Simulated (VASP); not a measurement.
Here is a VASP 6.6.1 calculation.

The input INCAR:

```
PREC = Accurate
ENCUT = 600
EDIFF = 1E-6
ISMEAR = 0
SIGMA = 0.1
LREAL = False
LASPH = True
NELM = 100
ALGO = Normal
ISIF = 3
LWAVE = False
LCHARG = False
GGA = PE
IBRION = 2
NSW = 80
EDIFFG = -0.025
```

File KPOINTS:

```
regular mesh
0
Gamma
  4 4 1
```

The input POSCAR:

```
In3GaP4
1.0
    4.1360127515     -0.0030395144     -0.0339841977
   -0.0030395144      4.1983618203      0.0131619578
   -0.0966763153      0.0374423900     11.6624830176
In Ga P
3 1 4
Direct
   -0.0331467370      0.0953306760      0.7328394934
    0.5146143030      0.4975943760     -0.0001317708
    0.0039828905     -0.0008644489      0.2457587089
    0.5123011442      0.4960281024      0.5030684850
    0.5203368833     -0.0146737580      0.8710828416
   -0.0123464208      0.4908827554      0.1408669289
    0.5011816243      0.0326884597      0.3977617316
   -0.0069236875      0.4030138373      0.6087535815
```

Potentials or basis: VASP PAW PBE potentials, release 64 (In_d, Ga_d, P).

Run with:

```sh
$ cat potpaw_PBE.64/In_d/POTCAR potpaw_PBE.64/Ga_d/POTCAR potpaw_PBE.64/P/POTCAR > POTCAR
$ mpirun -np 1 vasp_std > vasp.out
```

Q: What does it give for the band gap on the k mesh?

A: 0.58 eV.

Q: Predict the space group after relaxing (to 0.1 Å).

A: P-4m2 (No. 115).

Forces on the atoms (eV/Å):
```
In   0.018  0.002 -0.006
In  -0.007  0.006  0.016
In  -0.007  0.003  0.004
Ga  -0.010 -0.011 -0.019
P    0.007  0.019  0.010
P   -0.001  0.009  0.000
P   -0.002 -0.006 -0.008
P    0.001 -0.022  0.003
```

Caveat: the k points lie up to 0.54 Å⁻¹ apart in the final cell; spin-orbit coupling is left out, which moves the levels of the heavy elements.
